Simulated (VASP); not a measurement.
# AlRu: single point with LDA

The system is AlRu.

```
Al Ru
1.0
     2.99160    0.00000    0.00000
     0.00000    2.99160    0.00000
     0.00000    0.00000    2.99160
Al Ru
1 1
Cartesian
  0.0000 0.0000 0.0000
  1.4958 1.4958 1.4958
```

| Quantity | Value |
| --- | --- |
| Program | VASP 6.6.1 |
| Task | single point |
| Functional | LDA |
| Potentials or basis | VASP PAW LDA potentials, release 64 (Al, Ru_pv) |
| Cutoff | 520 eV |
| k mesh | 10 × 10 × 10 |
| Occupations | fermi-dirac, width 0.15 eV |
| Spin | no spin polarisation |
| Dipole correction | no |
| Further INCAR settings | ALGO = Normal; EDIFF = 1e-06; NBANDS = 16 |

The pressure is -7.3 GPa.

Levels at points of the mesh, in eV from the Fermi level:
| k point | band 6 | band 7 | band 8 | band 9 | band 10 | band 11 | band 12 | band 13 |
| --- | --- | --- | --- | --- | --- | --- | --- | --- |
| (0.00, 0.00, 0.00) | -3.65 | 0.13 | 0.13 | 0.13 | 5.97 | 5.97 | 5.97 | 10.98 |
| (0.50, 0.00, 0.00) | -2.86 | -1.66 | -1.66 | 0.39 | 2.21 | 7.45 | 10.93 | 10.93 |
| (0.50, 0.50, 0.00) | -1.39 | -1.39 | -1.22 | -1.22 | 1.45 | 5.21 | 6.17 | 10.41 |
| (0.50, 0.50, 0.50) | -4.68 | 1.55 | 1.55 | 2.43 | 4.08 | 4.08 | 4.08 | 8.52 |

It took 34 s on 1 thread of AMD EPYC 7R13 (shared host), peak memory 0.11 GiB.
